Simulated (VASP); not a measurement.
# CoSn2 (I4/mcm) in VASP: further runs, part 2 of 2

VASP 6.6.1.

## (4) Single point, PBEsol

This run uses another cell than the first one, of 17.73 Å³/atom, 0.962 times its volume.

INCAR reads:

```
PREC     = Accurate       # precision mode
ENCUT    = 520            # plane-wave cutoff, eV
EDIFF    = 1E-6           # SCF threshold, eV
ISMEAR   = 0              # smearing method
SIGMA    = 0.1            # smearing width, eV
LREAL    = F              # projectors in reciprocal space
LASPH    = T              # aspherical terms in the spheres
NELM     = 80             # most SCF steps
ALGO     = Fast           # electronic algorithm
ISIF     = 2              # what is computed and relaxed
LWAVE    = F              # write WAVECAR
LCHARG   = F              # write CHGCAR
GGA      = PS             # functional
NBANDS   = 46             # bands
```

KPOINTS reads:

```
regular mesh
0
Gamma
  6 6 6
```

POSCAR reads:

```
CoSn2
1.0
   -3.1336869407      3.1336869407      2.7085828012
    3.1336869407     -3.1336869407      2.7085828012
    3.1336869407      3.1336869407     -2.7085828012
Co Sn
2 4
Direct
    0.2500000000      0.2500000000      0.0000000000
    0.7500000000      0.7500000000      0.0000000000
    0.6666346260      0.1666346260      0.8332692519
    0.1666346260      0.3333653740      0.5000000000
    0.3333653740      0.8333653740      0.1667307481
    0.8333653740      0.6666346260      0.5000000000
```

Potentials or basis: VASP PAW PBE potentials, release 64 (Co, Sn_d).

Launch:

```bash
$ cat potpaw_PBE.64/Co/POTCAR potpaw_PBE.64/Sn_d/POTCAR > POTCAR
$ mpirun -np 1 vasp_std > vasp.out
```

OUTCAR:

```text
PREC = Accurate
   ENCUT = 520
   EDIFF = 1E-6
   ISMEAR = 0
   LREAL = F
   LASPH = T
   NELM = 80
   ISIF = 2
   GGA = PS

 ion  position               nearest neighbor table
   1  0.250  0.250  0.000-   5 2.70   3 2.70   4 2.70   4 2.70   6 2.70   6 2.70   5 2.70   3 2.70
                             2 2.71   2 2.71
   2  0.750  0.750  0.000-   5 2.70   3 2.70   6 2.70   6 2.70   4 2.70   4 2.70   3 2.70   5 2.70
                             1 2.71   1 2.71
   3  0.667  0.167  0.833-   1 2.70   2 2.70   1 2.70   2 2.70   5 2.95   5 3.09   5 3.09   6 3.30
                             4 3.30   4 3.30   6 3.30   6 3.42   4 3.42   4 3.42   6 3.42
   4  0.167  0.333  0.500-   2 2.70   1 2.70   1 2.70   2 2.70   6 2.95   6 3.09   6 3.09   3 3.30
                             5 3.30   5 3.30   3 3.30   3 3.42   5 3.42   3 3.42   5 3.42
   5  0.333  0.833  0.167-   1 2.70   2 2.70   1 2.70   2 2.70   3 2.95   3 3.09   3 3.09   6 3.30
                             4 3.30   6 3.30   4 3.30   4 3.42   6 3.42   6 3.42   4 3.42
   6  0.833  0.667  0.500-   1 2.70   2 2.70   2 2.70   1 2.70   4 2.95   4 3.09   4 3.09   5 3.30
                             3 3.30   3 3.30   5 3.30   5 3.42   3 3.42   3 3.42   5 3.42

  LATTYP: Found a body centered tetragonal cell.
 ALAT       =     6.2673738814
 C/A-ratio  =     0.8643437754

  Lattice vectors:

[... 191 lines left out ...]

 val. band max:       10.8968546364   @ k =  -0.3333  -0.3333   0.1667
 cond. band min:      10.8984219175   @ k =   0.5000   0.5000   0.3333
 fundamental gap:      0.0015672810
 Fermi energy:        10.8969851899

 k-point     1 :       0.0000    0.0000    0.0000
  band No.  band energies     occupation
      1     -10.6344      2.00000
      2     -10.5997      2.00000
      3     -10.5793      2.00000
      4     -10.5762      2.00000
      5     -10.5748      2.00000
      6     -10.5748      2.00000
[... 1165 lines left out ...]
     45      16.8332      0.00000
     46      17.2254      0.00000

 [... further k-points ...]
[... 5 lines left out ...]
  --------------------------------------------------------------------------------------
  -------------------------------------------------------------------------------------
  Total       -0.0403358     -0.0403358      0.0101687      0.0000000     -0.0000000      0.0000000
  in kB       -0.6074186     -0.6074186      0.1531312      0.0000000     -0.0000000      0.0000000
  external PRESSURE =      -0.3539020 kB  Pullay stress =       0.0000000 kB

 VOLUME and BASIS-vectors are now :
 -----------------------------------------------------------------------------
  energy-cutoff  :      520.00
  volume of cell :      106.39
      direct lattice vectors                 reciprocal lattice vectors
    -3.133686941  3.133686941  2.708582801     0.000000000  0.159556462  0.184598381
     3.133686941 -3.133686941  2.708582801     0.159556462  0.000000000  0.184598381
     3.133686941  3.133686941 -2.708582801     0.159556462  0.159556462  0.000000000

 POSITION                                       TOTAL-FORCE (eV/Angst)
 -----------------------------------------------------------------------------------
      0.00000      0.00000      1.35429         0.000000      0.000000     -0.000000
      0.00000      0.00000      4.06287         0.000000      0.000000     -0.000000
      1.04436      4.17805      0.00000         0.003258      0.003258     -0.000000
      2.08933      1.04436      0.00000        -0.003258      0.003258     -0.000000
      2.08933     -1.04436      2.70858        -0.003258     -0.003258      0.000000
      1.04436      2.08933      2.70858         0.003258     -0.003258     -0.000000
 -----------------------------------------------------------------------------------
    total drift:                               -0.000000      0.000000     -0.000000

  FREE ENERGIE OF THE ION-ELECTRON SYSTEM (eV)
  ---------------------------------------------------
  free  energy   TOTEN  =       -33.3131732712 eV

  energy  without entropy=      -33.3019165411  energy(sigma->0) =      -33.30754491
```

stdout:

```text
POSCAR found type information on POSCAR CoSn
 POSCAR found :  2 types and       6 ions
 scaLAPACK will be used
 -----------------------------------------------------------------------------
|                                                                             |
|                                                                             |
|     You enforced a specific xc type in the INCAR file but a different       |
|     I HOPE YOU KNOW WHAT YOU ARE DOING!                                     |
|                                                                             |
 -----------------------------------------------------------------------------

 LDA part: xc-table for (Slater+PW92), standard interpolation
 POSCAR, INCAR and KPOINTS ok, starting setup
 FFT: planning ... GRIDC
 FFT: planning ... GRID_SOFT
 FFT: planning ... GRID
 WAVECAR not read
 entering main loop
```

It took 3.9 min on 1 thread of Intel Xeon Platinum 8488C (Sapphire Rapids), shared host; peak memory 0.3 GiB.

Results:

| Property | Result |
| --- | --- |
| Free energy | -33.3132 eV |
| Pressure | 0.0 GPa |
| Largest force | 0.005 eV/Å |
| Band gap on the k mesh | zero (band 37 reaches 11.45 eV, above the bottom of band 38 at 10.30 eV) |

Forces on the atoms (eV/Å):
```
Co   0.000  0.000  0.000
Co   0.000  0.000  0.000
Sn   0.003  0.003  0.000
Sn  -0.003  0.003  0.000
Sn  -0.003 -0.003  0.000
Sn   0.003 -0.003  0.000
```

Levels at points of the mesh, in eV from the Fermi level:
| k point | band 35 | band 36 | band 37 | band 38 | band 39 | band 40 |
| --- | --- | --- | --- | --- | --- | --- |
| (0.00, 0.00, 0.00) | -1.16 | -1.07 | -0.60 | -0.60 | 0.42 | 0.50 |
| (0.50, 0.00, 0.00) | -0.73 | -0.73 | 0.21 | 0.21 | 1.93 | 1.93 |
| (0.50, 0.50, 0.00) | -1.08 | -0.72 | -0.60 | 0.73 | 0.86 | 1.44 |
| (0.50, 0.50, 0.50) | -0.71 | 0.21 | 0.27 | 1.64 | 2.68 | 2.70 |

Caveat: the PAW data sets were made with another functional, which shifts forces and pressure a little; spin-orbit coupling is left out, which moves the levels of the heavy elements. Spin polarisation is off, so any magnetic state and its effect on volume and gap are missing.

## (5) Relaxation of cell and atoms, PBEsol

INCAR reads:

```
  ALGO = Fast
  EDIFF = 1E-7
  EDIFFG = -0.01
  ENCUT = 600
  GGA = PS
  IBRION = 2
  ISIF = 3
  ISMEAR = 0
  LASPH = True
  LCHARG = False
  LREAL = False
  LWAVE = False
  NELM = 80
  NSW = 80
  PREC = Accurate
  SIGMA = 0.1
```

KPOINTS reads:

```
k-points
0
Gamma
  4 4 4
```

POSCAR reads:

```
CoSn2
1.0
   -3.1825000000      3.1825000000      2.7285000000
    3.1825000000     -3.1825000000      2.7285000000
    3.1825000000      3.1825000000     -2.7285000000
Co Sn
2 4
Direct
    0.2500000000      0.2500000000      0.0000000000
    0.7500000000      0.7500000000      0.0000000000
    0.6580000000      0.1580000000      0.8160000000
    0.1580000000      0.3420000000      0.5000000000
    0.3420000000      0.8420000000      0.1840000000
    0.8420000000      0.6580000000      0.5000000000
```

Launch:

```bash
$ cat potpaw_PBE.64/Co/POTCAR potpaw_PBE.64/Sn_d/POTCAR > POTCAR
$ mpirun -np 1 vasp_std > vasp.out
```

Wall time 11 min (1 thread of Intel Xeon Platinum 8488C (Sapphire Rapids), shared host); peak memory 0.3 GiB.

The run converged. Its results:

- Free energy: -33.2537 eV
- Relaxed volume: 17.76 Å³/atom
- Relaxed cell: a = 5.199 Å, b = 5.199 Å, c = 5.199 Å, α = 105.61°, β = 105.61°, γ = 117.50°
- Space group after relaxing (to 0.05 Å): I4/mcm (No. 140)
- Energy gained by relaxing: 25.9 meV/atom
- Ionic steps: 9
- Pressure after relaxing: 0.0 GPa
- Largest force after relaxing: 0.005 eV/Å
- Band gap on the k mesh: zero (band 37 reaches 11.87 eV, above the bottom of band 38 at 10.22 eV)

Forces on the atoms (eV/Å):
```
Co   0.000  0.000  0.000
Co   0.000  0.000  0.000
Sn   0.003  0.003  0.000
Sn  -0.003  0.003  0.000
Sn  -0.003 -0.003  0.000
Sn   0.003 -0.003  0.000
```

Step by step:
| step | energy change (eV) | largest force (eV/Å) | pressure (GPa) | volume (Å³) |
| --- | --- | --- | --- | --- |
| 1 | 0.0000 | 0.7948 | -3.89 | 110.54 |
| 2 | -0.1044 | 0.2999 | 3.15 | 103.54 |
| 3 | -0.1173 | 0.4245 | 1.59 | 105.13 |
| 4 | -0.1512 | 0.0921 | 0.31 | 106.29 |
| 5 | -0.1528 | 0.0138 | 0.00 | 106.61 |
| 6 | -0.1552 | 0.0148 | -0.06 | 106.68 |
| 7 | -0.1554 | 0.0157 | -0.07 | 106.70 |
| 8 | -0.1554 | 0.0166 | -0.07 | 106.70 |
| 9 | -0.1554 | 0.0046 | 0.05 | 106.58 |

Final structure:
```
CELL_PARAMETERS angstrom
-3.14304 3.14304 2.69722
3.14304 -3.14304 2.69722
3.14304 3.14304 -2.69722
ATOMIC_POSITIONS crystal
Co 0.25000 0.25000 0.00000
Co 0.75000 0.75000 0.00000
Sn 0.66563 0.16563 0.83126
Sn 0.16563 0.33437 0.50000
Sn 0.33437 0.83437 0.16874
Sn 0.83437 0.66563 0.50000
```

Levels at points of the mesh, in eV from the Fermi level:
```tsv
k point	band 34	band 35	band 36	band 37	band 38	band 39	band 40	band 41
(0.00, 0.00, 0.00)	-1.32	-1.12	-1.04	-0.57	-0.57	0.45	0.53	0.53
(0.50, 0.00, 0.00)	-1.02	-0.70	-0.70	0.26	0.26	2.03	2.03	3.35
(0.50, 0.50, 0.00)	-1.10	-1.06	-0.69	-0.57	0.75	0.87	1.46	2.99
(0.50, 0.50, 0.50)	-0.68	-0.68	0.28	0.33	1.69	2.74	2.75	2.75
```

Caveat: the k points lie up to 0.38 Å⁻¹ apart in the final cell; the PAW data sets were made with another functional, which shifts forces and pressure a little; spin-orbit coupling is left out, which moves the levels of the heavy elements. Spin polarisation is off, so any magnetic state and its effect on volume and gap are missing.

## (6) Single point, PBEsol

This run uses another cell than the first one, of 17.74 Å³/atom, 0.963 times its volume.

INCAR reads:

```
SYSTEM = CoSn2
PREC = Accurate
ENCUT = 520
EDIFF = 1E-7
ISMEAR = 0
SIGMA = 0.1
LREAL = .FALSE.
LASPH = .TRUE.
NELM = 80
ALGO = Fast
ISIF = 2
LWAVE = .FALSE.
LCHARG = .FALSE.
GGA = PS
NBANDS = 46
```

KPOINTS reads:

```
regular mesh
0
G
  8 8 8
  0 0 0
```

POSCAR reads:

```
CoSn2
1.0
   -3.1397685896      3.1397685896      2.6987855595
    3.1397685896     -3.1397685896      2.6987855595
    3.1397685896      3.1397685896     -2.6987855595
Co Sn
2 4
Direct
    0.2500000000      0.2500000000      0.0000000000
    0.7500000000      0.7500000000      0.0000000000
    0.6663285346      0.1663285346      0.8326570692
    0.1663285346      0.3336714654      0.5000000000
    0.3336714654      0.8336714654      0.1673429308
    0.8336714654      0.6663285346      0.5000000000
```

Potentials or basis: VASP PAW PBE potentials, release 64 (Co, Sn_d).

Launch:

```bash
$ cat potpaw_PBE.64/Co/POTCAR potpaw_PBE.64/Sn_d/POTCAR > POTCAR
$ mpirun -np 1 vasp_std > vasp.out
```

Run time: 5.6 min. Hardware: 1 thread of Intel Xeon Platinum 8488C (Sapphire Rapids), shared host; peak memory 0.39 GiB.

The run converged. Its results:

- Free energy: -33.2983 eV
- Pressure: 0.0 GPa
- Largest force: 0.004 eV/Å
- Band gap on the k mesh: zero (band 37 reaches 11.92 eV, above the bottom of band 38 at 10.27 eV)

Forces in eV/Å, atoms in the order of the input:
```
Co   0.000  0.000  0.000
Co   0.000  0.000  0.000
Sn   0.003  0.003  0.000
Sn  -0.003  0.003  0.000
Sn  -0.003 -0.003  0.000
Sn   0.003 -0.003  0.000
```

Levels at points of the mesh, in eV from the Fermi level:
```
           k point  band 34  band 35  band 36  band 37  band 38  band 39  band 40  band 41
(0.00, 0.00, 0.00)    -1.34    -1.15    -1.07    -0.59    -0.59     0.42     0.50     0.50
(0.50, 0.00, 0.00)    -1.03    -0.72    -0.72     0.22     0.22     1.98     1.98     3.31
(0.50, 0.50, 0.00)    -1.13    -1.08    -0.71    -0.59     0.73     0.85     1.43     2.96
(0.50, 0.50, 0.50)    -0.70    -0.70     0.26     0.27     1.66     2.69     2.72     2.72
```

Caveat: the PAW data sets were made with another functional, which shifts forces and pressure a little; spin-orbit coupling is left out, which moves the levels of the heavy elements. Spin polarisation is off, so any magnetic state and its effect on volume and gap are missing.

## (7) Single point, PBEsol

INCAR reads:

```
PREC = Accurate
ENCUT = 520
EDIFF = 1E-7
ISMEAR = 0
SIGMA = 0.1
LREAL = False
LASPH = True
NELM = 100
ALGO = Fast
ISIF = 2
LWAVE = False
LCHARG = False
GGA = PS
NBANDS = 46
```

KPOINTS reads:

```
Automatic mesh
0
Gamma
  8 8 8
```

POSCAR reads:

```
CoSn2
1.0
   -3.1825000000      3.1825000000      2.7285000000
    3.1825000000     -3.1825000000      2.7285000000
    3.1825000000      3.1825000000     -2.7285000000
Co Sn
2 4
Direct
    0.2500000000      0.2500000000      0.0000000000
    0.7500000000      0.7500000000      0.0000000000
    0.6580000000      0.1580000000      0.8160000000
    0.1580000000      0.3420000000      0.5000000000
    0.3420000000      0.8420000000      0.1840000000
    0.8420000000      0.6580000000      0.5000000000
```

Launch:

```bash
$ cat potpaw_PBE.64/Co/POTCAR potpaw_PBE.64/Sn_d/POTCAR > POTCAR
$ mpirun -np 1 vasp_std > vasp.out
```

Run time: 5.4 min. Hardware: 1 thread of Intel Xeon Platinum 8488C (Sapphire Rapids), shared host; peak memory 0.4 GiB.

It converged, with:

```
Free energy            : -33.1152 eV
Pressure               : -4.1 GPa
Largest force          : 0.877 eV/Å
Band gap on the k mesh : zero (band 37 reaches 11.18 eV, above the bottom of band 38 at 9.78 eV)
```

Forces in eV/Å, atoms in the order of the input:
```
Co   0.000  0.000  0.000
Co   0.000  0.000  0.000
Sn   0.620  0.620  0.000
Sn  -0.620  0.620  0.000
Sn  -0.620 -0.620  0.000
Sn   0.620 -0.620  0.000
```

Stress tensor (GPa, compression positive):
```
-3.94  0.00  0.00
 0.00 -3.94  0.00
 0.00  0.00 -4.53
```

Levels at points of the mesh, in eV from the Fermi level:
| k point | band 33 | band 34 | band 35 | band 36 | band 37 | band 38 | band 39 | band 40 | band 41 | band 42 |
| --- | --- | --- | --- | --- | --- | --- | --- | --- | --- | --- |
| (0.00, 0.00, 0.00) | -1.84 | -1.48 | -1.02 | -0.95 | -0.49 | -0.49 | 0.38 | 0.44 | 0.47 | 0.47 |
| (0.50, 0.00, 0.00) | -1.00 | -1.00 | -0.63 | -0.63 | 0.26 | 0.26 | 1.81 | 1.81 | 3.09 | 3.09 |
| (0.50, 0.50, 0.00) | -1.32 | -1.20 | -1.01 | -0.59 | -0.49 | 0.75 | 0.77 | 1.33 | 2.65 | 3.77 |
| (0.50, 0.50, 0.50) | -0.88 | -0.58 | -0.58 | 0.27 | 0.34 | 1.22 | 2.52 | 2.52 | 2.86 | 2.86 |

Caveat: the PAW data sets were made with another functional, which shifts forces and pressure a little; spin-orbit coupling is left out, which moves the levels of the heavy elements.

## (8) Overview

```csv
task,cell,k mesh,cutoff (eV),gap on the mesh (eV),pressure (GPa),relaxed volume (Å³/atom),largest force (eV/Å)
relaxation of cell and atoms,"relaxed from a = 5.263 Å, angles 105.6, 105.6, 117.5°, 6 atoms",2 × 2 × 2,600,none,0.0,17.66,-
single point,"a = 5.200 Å, angles 105.6, 105.6, 117.5°, 6 atoms",4 × 4 × 4,520,none,-0.1,-,0.01
single point,"a = 5.194 Å, angles 105.8, 105.8, 117.1°, 6 atoms",6 × 6 × 6,520,none,0.0,-,-
relaxation of cell and atoms,"relaxed from a = 5.263 Å, angles 105.6, 105.6, 117.5°, 6 atoms",4 × 4 × 4,600,none,0.0,17.76,-
single point,"a = 5.196 Å, angles 105.6, 105.6, 117.4°, 6 atoms",8 × 8 × 8,520,none,0.0,-,-
single point,"a = 5.263 Å, angles 105.6, 105.6, 117.5°, 6 atoms",8 × 8 × 8,520,none,-4.1,-,0.88
```

Alike in all rows: level PBEsol; potentials or basis VASP PAW PBE potentials, release 64 (Co, Sn_d); no spin polarisation; smearing gaussian 0.1 eV.

Caveats: some runs use coarse meshes; the PAW data sets were made with another functional, which shifts forces and pressure a little; spin-orbit coupling is left out, which moves the levels of the heavy elements.

Absolute energies hang on the potentials; compare differences alone.
